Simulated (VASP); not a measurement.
Write the native input for VASP 6.6.1 that does the following.

* Task: single point
* Functional: r2SCAN
* Potentials or basis: VASP PAW PBE potentials, release 64 (Rb_sv)
* Cutoff: 520 eV
* k mesh: 8 × 8 × 8
* Occupations: gaussian, width 0.6 eV
* Spin: no spin polarisation
* Dipole correction: no
* Further INCAR settings: ALGO = Normal; EDIFF = 1e-06; NBANDS = 10

The system is Rb.

```
Rb
1.0
    -2.86772    2.86772    2.86772
     2.86772   -2.86772    2.86772
     2.86772    2.86772   -2.86772
Rb
1
Direct
  0.00000 0.00000 0.00000
```

These files were run (other wordings do the same):

POSCAR

```
Rb
1.0
   -2.8677202310      2.8677202310      2.8677202310
    2.8677202310     -2.8677202310      2.8677202310
    2.8677202310      2.8677202310     -2.8677202310
Rb
1
Direct
    0.0000000000      0.0000000000      0.0000000000
```

INCAR.step1

```
SYSTEM = Rb
PREC = Accurate
ENCUT = 520
ISMEAR = 0
SIGMA = 0.6
LREAL = .FALSE.
LASPH = .TRUE.
NELM = 60
NBANDS = 10
GGA = PE
ALGO = Normal
EDIFF = 1E-4
LWAVE = .TRUE.
LCHARG = .FALSE.
```

INCAR.step2

```
SYSTEM = Rb
PREC = Accurate
ENCUT = 520
EDIFF = 1E-6
ISMEAR = 0
SIGMA = 0.6
LREAL = .FALSE.
LASPH = .TRUE.
NELM = 60
ALGO = Normal
ISIF = 2
LWAVE = .FALSE.
LCHARG = .FALSE.
METAGGA = R2SCAN
LMIXTAU = .TRUE.
NBANDS = 10
ISTART = 1
```

KPOINTS

```
regular mesh
0
G
  8 8 8
  0 0 0
```

Potentials or basis: VASP PAW PBE potentials, release 64 (Rb_sv).

Run with:

```console
$ cat potpaw_PBE.64/Rb_sv/POTCAR > POTCAR
$ cp INCAR.step1 INCAR
$ mpirun -np 1 vasp_std > vasp.out
$ cp INCAR.step2 INCAR
$ mpirun -np 1 vasp_std > vasp.out
```

It gave:

The pressure is 0.1 GPa and the band gap on the k mesh is zero (an odd number of electrons rules out a gap without spin polarisation).

Caveat: so wide a smearing shifts energies and pressures; the PAW data sets were made with another functional, which shifts forces and pressure a little.

Run time: 63 s on 1 thread of Intel(R) Xeon(R) 6975P-C (Granite Rapids), with other jobs on the host, peak memory 0.25 GiB.
